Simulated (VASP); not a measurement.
Crystal: KCl.

```xyz
2
Lattice="0.0000 3.1449 3.1449 3.1449 0.0000 3.1449 3.1449 3.1449 0.0000" Properties=species:S:1:pos:R:3 pbc="T T T"
K     0.0000    0.0000    0.0000
Cl    3.1449    3.1449    3.1449
```

Base run:

```yaml
Program: VASP 6.6.1
Functional: r2SCAN
Potentials_or_basis: VASP PAW PBE potentials, release 64 (K_sv, Cl)
Cutoff: 520 eV
k_mesh: 6 × 6 × 6
Occupations: gaussian, width 0.01 eV
Spin: no spin polarisation
```

Its results: band gap on the k mesh 5.83 eV; pressure 0.0 GPa.

**Question.** The run is repeated on the same cell with these changes: functional from r2SCAN to PBE; k mesh from 6 × 6 × 6 to 8 × 8 × 8. What comes out?

**Answer.** Band gap on the k mesh 5.19 eV; pressure 0.8 GPa.

Several settings changed at once.

Caveats: the PAW data sets were made with another functional, which shifts forces and pressure a little (at least some runs).

A k mesh can miss the band edges.
